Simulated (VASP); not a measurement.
# Sr (P6_3/mmc) in VASP: single point with PBEsol

Aim: the single point of Sr with PBEsol.

Everything below comes from runs of VASP 6.6.1. Logs are shortened: lines on timing, memory, paths and dates and some standing lists are left out, and cuts for length are marked.

**1. The cell of the first run**

The structure is hexagonal, space group P6_3/mmc (No. 194). Conventional cell: a = 4.195 Å, b = 4.195 Å, c = 6.876 Å, α = 90.00°, β = 90.00°, γ = 120.00°. Sr (site symmetry -6m2) has 12 Sr at 4.20 to 4.21 Å within 5.5 Å.

**2. Single point, PBEsol**

INCAR

```
ALGO = Normal
EDIFF = 1E-6
ENCUT = 520
GGA = PS
ISIF = 2
ISMEAR = -1
LASPH = T
LCHARG = F
LREAL = F
LWAVE = F
NBANDS = 17
NELM = 100
PREC = Accurate
SIGMA = 0.1
```

KPOINTS

```
k-points
0
Gamma
  12 12 6
```

POSCAR

```
Sr
1.0
    4.1953470417      0.0000000000      0.0000000000
   -2.0976735209      3.6332771158      0.0000000000
    0.0000000000      0.0000000000      6.8761449316
Sr
2
Direct
    0.3333333333      0.6666666667      0.2500000000
    0.6666666667      0.3333333333      0.7500000000
```

Potentials or basis: VASP PAW PBE potentials, release 64 (Sr_sv).

On the command line:

```sh
> cat potpaw_PBE.64/Sr_sv/POTCAR > POTCAR
> mpirun -np 1 vasp_std > vasp.out
```

OUTCAR:

```text
EDIFF = 1E-6
   ENCUT = 520
   GGA = PS
   ISIF = 2
   ISMEAR = -1
   LASPH = T
   LREAL = F
   NELM = 100
   PREC = Accurate

 ion  position               nearest neighbor table
   1  0.333  0.667  0.250-   2 4.21   2 4.21   2 4.21   2 4.21   2 4.21   2 4.21
   2  0.667  0.333  0.750-   1 4.21   1 4.21   1 4.21   1 4.21   1 4.21   1 4.21

  LATTYP: Found a hexagonal cell.
 ALAT       =     4.1953470417
 C/A-ratio  =     1.6389931186

  Lattice vectors:

 A1 = (   4.1953470417,   0.0000000000,   0.0000000000)
 A2 = (  -2.0976735209,   3.6332771158,   0.0000000000)
 A3 = (   0.0000000000,   0.0000000000,   6.8761449316)

Analysis of symmetry for initial positions (statically):
=====================================================================
 Subroutine PRICEL returns:
 Original cell was already a primitive cell.

 Routine SETGRP: Setting up the symmetry group for a
 hexagonal supercell.

 Subroutine GETGRP returns: Found 24 space group operations
 (whereof 12 operations were pure point group operations)
 out of a pool of 24 trial point group operations.

The static configuration has the point symmetry D_3d.
 The point group associated with its full space group is D_6h.

Analysis of symmetry for dynamics (positions and initial velocities):
=====================================================================
 Subroutine PRICEL returns:
 Original cell was already a primitive cell.

 Routine SETGRP: Setting up the symmetry group for a
 hexagonal supercell.

 Subroutine GETGRP returns: Found 24 space group operations
 (whereof 12 operations were pure point group operations)
 out of a pool of 24 trial point group operations.

The dynamic configuration has the point symmetry D_3d.
 The point group associated with its full space group is D_6h.

 Subroutine INISYM returns: Found 24 space group operations
 (whereof 12 operations are pure point group operations),
 and found     1 'primitive' translations

----------------------------------------------------------------------------------------

                                     Primitive cell

  volume of cell :     104.8121

  direct lattice vectors                    reciprocal lattice vectors
     4.195347042  0.000000000  0.000000000     0.238359304  0.137616808  0.000000000
    -2.097673521  3.633277116  0.000000000     0.000000000  0.275233616  0.000000000
     0.000000000  0.000000000  6.876144932     0.000000000  0.000000000  0.145430326

  length of vectors
     4.195347042  4.195347042  6.876144932     0.275233616  0.275233616  0.145430326

  position of ions in fractional coordinates (direct lattice)
     0.333333333  0.666666667  0.250000000
     0.666666667  0.333333333  0.750000000

  ion indices of the primitive-cell ions
   primitive index   ion index
                 1           1
                 2           2

----------------------------------------------------------------------------------------

 KPOINTS: k-points

Automatic generation of k-mesh.
 Grid dimensions read from file:
 generate k-points for:   12   12    6

 Generating k-lattice:

  Cartesian coordinates                     Fractional coordinates (reciprocal lattice)
     0.019863275  0.011468067  0.000000000     0.083333333  0.000000000  0.000000000
     0.000000000  0.022936135  0.000000000     0.000000000  0.083333333  0.000000000
     0.000000000  0.000000000  0.024238388     0.000000000  0.000000000  0.166666667

  Length of vectors
     0.022936135  0.022936135  0.024238388

  Shift w.r.t. Gamma in fractional coordinates (k-lattice)
     0.000000000  0.000000000  0.000000000

 Subroutine IBZKPT returns following result:
 ===========================================

 Found     76 irreducible k-points:

 Following reciprocal coordinates:
            Coordinates               Weight
  0.000000  0.000000  0.000000      1.000000
  0.083333  0.000000  0.000000      6.000000
  0.166667  0.000000  0.000000      6.000000
  0.250000 -0.000000  0.000000      6.000000
  0.333333  0.000000  0.000000      6.000000
  0.416667  0.000000  0.000000      6.000000
[... 16 lines left out ...]
  0.250000 -0.000000  0.166667     12.000000
  0.333333  0.000000  0.166667     12.000000
 [... further k-points ...]
   k-points           NKPTS =     76   k-points in BZ     NKDIM =     76   number of bands    NBANDS=     17
   number of dos      NEDOS =    301   number of ions     NIONS =      2
   total plane-waves  NPLWV =  55296
   dimension x,y,z NGX =    32 NGY =   32 NGZ =   54
   dimension x,y,z NGXF=    64 NGYF=   64 NGZF=  108
   ions per type =               2
   NGX,Y,Z   is equivalent  to a cutoff of  12.68, 12.68, 13.06 a.u.
   NGXF,Y,Z  is equivalent  to a cutoff of  25.36, 25.36, 26.11 a.u.
 SYSTEM =  unknown system
   PREC   = accura    normal or accurate (medium, high low for compatibility)
   ISTART =      0    job   : 0-new  1-cont  2-samecut
   ICHARG =      2    charge: 1-file 2-atom 10-const
   ISPIN  =      1    spin polarized calculation?
   LNONCOLLINEAR =      F non collinear calculations
   LSORBIT =      F    spin-orbit coupling
   LASPH  =      T    aspherical Exc in radial PAW
   ENCUT  =  520.0 eV  38.22 Ry    6.18 a.u.   7.80  7.80 12.79*2*pi/ulx,y,z
   NELM   =    100;   NELMIN=  2; NELMDL= -5     # of ELM steps
   EDIFF  = 0.1E-05   stopping-criterion for ELM
   LREAL  =      F    real-space projection
   EDIFFG = 0.1E-04   stopping-criterion for IOM
   NSW    =      0    number of steps for IOM
   IBRION =     -1    ionic relax: 0-MD 1-quasi-New 2-CG
   NFREE  =      0    steps in history (QN), initial steepest desc. (CG)
   ISIF   =      2    stress and relaxation
   ISYM   =      2    0-nonsym 1-usesym 2-fastsym
   POTIM  = 0.5000    time-step for ionic-motion
   TEBEG  =    0.0;   TEEND  =   0.0 temperature during run
   PSTRESS=    0.0 pullay stress
   NELECT =      20.0000    total number of electrons
   NUPDOWN=      -1.0000    fix difference up-down
   EMIN   =  10.00;   EMAX   =-10.00  energy-range for DOS
   EFERMI =   0.00;   METHOD = LEGACY
   ISMEAR =    -1;   SIGMA  =   0.10  broadening in eV -4-tet -1-fermi 0-gaus
   EFERMI_NEDOS =   21; number of points for ismear=-14 and -15
   IALGO  =     38    algorithm
   IMIX   =      4    mixing-type and parameters
     AMIX     =   0.40;   BMIX     =  1.00
     AMIX_MAG =   1.60;   BMIX_MAG =  1.00
  volume/ion in A,a.u.               =      52.41       353.65
  Fermi-wavevector in a.u.,A,eV,Ry     =   0.942499  1.781065 12.086121  0.888305
  Thomas-Fermi vector in A             =   2.070115
   LORBIT       =      0    0 simple, 1 ext, 2 COOP (PROOUT), +10 PAW based schemes
   GGA     = PS    functional components
   LHFCALC =     F    Hartree Fock is set to
   AEXX    =    0.0000 exact exchange contribution
   IVDW    =     0    specifies the selected vdW correction
   LEPSILON=     F    determine dielectric tensor
   LRPA    =     F    only Hartree local field effects (RPA)
 non-spin polarized calculation
  energy-cutoff  :      520.00
  volume of cell :      104.81
 maximum number of plane-waves:      2848
 NGX is ok and might be reduce to    32
   NGX = 15   NGY = 15   NGZ = 25

 number of electron      20.0000000 magnetization

 Free energy of the ion-electron system (eV)
  ---------------------------------------------------
  ext. energy  EPLUGINS =         0.00000000
  ---------------------------------------------------
  free energy    TOTEN  =        -3.71358978 eV

  energy without entropy =       -3.62241356  energy(sigma->0) =       -3.66800167

 E-fermi :   1.6447     XC(G=0):  -7.5819

 val. band max:        1.6055421424   @ k =   0.3333   0.3333   0.1667
 cond. band min:       1.6494657792   @ k =   0.2500   0.2500   0.1667
 fundamental gap:      0.0439236368
 Fermi energy:         1.6446702774

 k-point     1 :       0.0000    0.0000    0.0000
  band No.  band energies     occupation
      1     -34.7715      2.00000
      2     -34.7540      2.00000
      3     -16.8964      2.00000
      4     -16.6965      2.00000
      5     -16.6965      2.00000
      6     -16.6651      2.00000
[... 9 lines left out ...]
     16       4.4364      0.00000
     17       4.9915      0.00000

 k-point     2 :       0.0833    0.0000    0.0000
  band No.  band energies     occupation
      1     -34.7704      2.00000
      2     -34.7535      2.00000
      3     -16.8911      2.00000
      4     -16.7088      2.00000
      5     -16.7004      2.00000
      6     -16.6778      2.00000
[... 9 lines left out ...]
     16       4.5365      0.00000
     17       4.8474      0.00000

 k-point     3 :       0.1667    0.0000    0.0000
  band No.  band energies     occupation
      1     -34.7674      2.00000
      2     -34.7520      2.00000
      3     -16.8762      2.00000
      4     -16.7423      2.00000
      5     -16.7120      2.00000
      6     -16.7107      2.00000
[... 9 lines left out ...]
     16       4.4915      0.00000
     17       4.6292      0.00000

 k-point     4 :       0.2500   -0.0000    0.0000
  band No.  band energies     occupation
      1     -34.7632      2.00000
      2     -34.7502      2.00000
      3     -16.8537      2.00000
      4     -16.7884      2.00000
      5     -16.7574      2.00000
      6     -16.7242      2.00000
[... 9 lines left out ...]
     16       4.8445      0.00000
     17       4.8586      0.00000

 k-point     5 :       0.3333    0.0000    0.0000
  band No.  band energies     occupation
      1     -34.7588      2.00000
      2     -34.7487      2.00000
      3     -16.8346      2.00000
      4     -16.8276      2.00000
      5     -16.8015      2.00000
      6     -16.7374      2.00000
[... 9 lines left out ...]
     16       5.2890      0.00000
     17       5.4787      0.00000

 k-point     6 :       0.4167    0.0000    0.0000
  band No.  band energies     occupation
      1     -34.7551      2.00000
      2     -34.7480      2.00000
      3     -16.8684      2.00000
      4     -16.8330      2.00000
      5     -16.8034      2.00000
      6     -16.7469      2.00000
[... 9 lines left out ...]
     16       5.7859      0.00000
     17       6.2245      0.00000

 k-point     7 :       0.5000   -0.0000    0.0000
  band No.  band energies     occupation
      1     -34.7536      2.00000
      2     -34.7479      2.00000
      3     -16.8807      2.00000
      4     -16.8443      2.00000
      5     -16.7921      2.00000
      6     -16.7504      2.00000
[... 9 lines left out ...]
     16       6.1547      0.00000
     17       6.8489      0.00000

 k-point     8 :       0.0833    0.0833    0.0000
  band No.  band energies     occupation
      1     -34.7684      2.00000
      2     -34.7525      2.00000
      3     -16.8810      2.00000
      4     -16.7295      2.00000
      5     -16.7138      2.00000
      6     -16.6955      2.00000
[... 9 lines left out ...]
     16       4.4740      0.00000
     17       4.7497      0.00000
[... 203 lines left out ...]
      1     -34.7492      2.00000
      2     -34.7492      2.00000
      3     -16.8411      2.00000
      4     -16.8090      2.00000
      5     -16.8090      2.00000
      6     -16.7724      2.00000
[... 9 lines left out ...]
     16       5.4787      0.00000
     17       5.4791      0.00000

 k-point    20 :       0.0000    0.0000    0.1667
  band No.  band energies     occupation
      1     -34.7703      2.00000
      2     -34.7552      2.00000
      3     -16.8812      2.00000
      4     -16.6944      2.00000
      5     -16.6944      2.00000
      6     -16.6785      2.00000
[... 9 lines left out ...]
     16       4.3458      0.00000
     17       5.1624      0.00000

 k-point    21 :       0.0833    0.0000    0.1667
  band No.  band energies     occupation
      1     -34.7693      2.00000
      2     -34.7546      2.00000
      3     -16.8768      2.00000
      4     -16.7063      2.00000
      5     -16.6982      2.00000
      6     -16.6887      2.00000
[... 9 lines left out ...]
     16       4.4273      0.00000
     17       5.0622      0.00000

 k-point    22 :       0.1667    0.0000    0.1667
  band No.  band energies     occupation
      1     -34.7664      2.00000
      2     -34.7531      2.00000
      3     -16.8649      2.00000
      4     -16.7385      2.00000
      5     -16.7211      2.00000
      6     -16.7081      2.00000
[... 9 lines left out ...]
     16       4.5966      0.00000
     17       4.8828      0.00000

 k-point    23 :       0.2500   -0.0000    0.1667
  band No.  band energies     occupation
      1     -34.7624      2.00000
      2     -34.7511      2.00000
      3     -16.8503      2.00000
      4     -16.7803      2.00000
      5     -16.7646      2.00000
      6     -16.7213      2.00000
[... 9 lines left out ...]
     16       4.8637      0.00000
     17       4.9810      0.00000

 k-point    24 :       0.3333    0.0000    0.1667
  band No.  band energies     occupation
      1     -34.7581      2.00000
      2     -34.7494      2.00000
      3     -16.8531      2.00000
      4     -16.8145      2.00000
      5     -16.7941      2.00000
      6     -16.7342      2.00000
[... 9 lines left out ...]
     16       5.2985      0.00000
     17       5.3887      0.00000

 [... further k-points ...]

------------------------ aborting loop because EDIFF is reached ----------------------------------------

  FORCE on cell =-STRESS in cart. coord.  units (eV):
  Direction    XX          YY          ZZ          XY          YZ          ZX
  --------------------------------------------------------------------------------------
  -------------------------------------------------------------------------------------
  Total        0.0069305      0.0069305      0.0080798     -0.0000000     -0.0000000      0.0000000
  in kB        0.1059417      0.1059417      0.1235090     -0.0000000     -0.0000000      0.0000000
  external PRESSURE =       0.1117974 kB  Pullay stress =       0.0000000 kB

 VOLUME and BASIS-vectors are now :
 -----------------------------------------------------------------------------
  energy-cutoff  :      520.00
  volume of cell :      104.81
      direct lattice vectors                 reciprocal lattice vectors
     4.195347042  0.000000000  0.000000000     0.238359304  0.137616808  0.000000000
    -2.097673521  3.633277116  0.000000000     0.000000000  0.275233616  0.000000000
     0.000000000  0.000000000  6.876144932     0.000000000  0.000000000  0.145430326

 POSITION                                       TOTAL-FORCE (eV/Angst)
 -----------------------------------------------------------------------------------
     -0.00000      2.42218      1.71904        -0.000000      0.000000      0.000000
      2.09767      1.21109      5.15711         0.000000     -0.000000      0.000000
 -----------------------------------------------------------------------------------
    total drift:                               -0.000000      0.000000     -0.000000

  FREE ENERGIE OF THE ION-ELECTRON SYSTEM (eV)
  ---------------------------------------------------
  free  energy   TOTEN  =        -3.7135897763 eV

  energy  without entropy=       -3.6224135612  energy(sigma->0) =       -3.66800167
```

Run time: 34 s. Hardware: 1 thread of Intel Xeon 6975P-C (Granite Rapids), shared host; peak memory 0.29 GiB.

What came out:

| Quantity | Value |
| --- | --- |
| Free energy | -3.7136 eV |
| Pressure | 0.0 GPa |
| Band gap on the k mesh | zero (band 10 reaches 1.81 eV, above the bottom of band 11 at 1.58 eV) |

Caveat: the PAW data sets were made with another functional, which shifts forces and pressure a little.
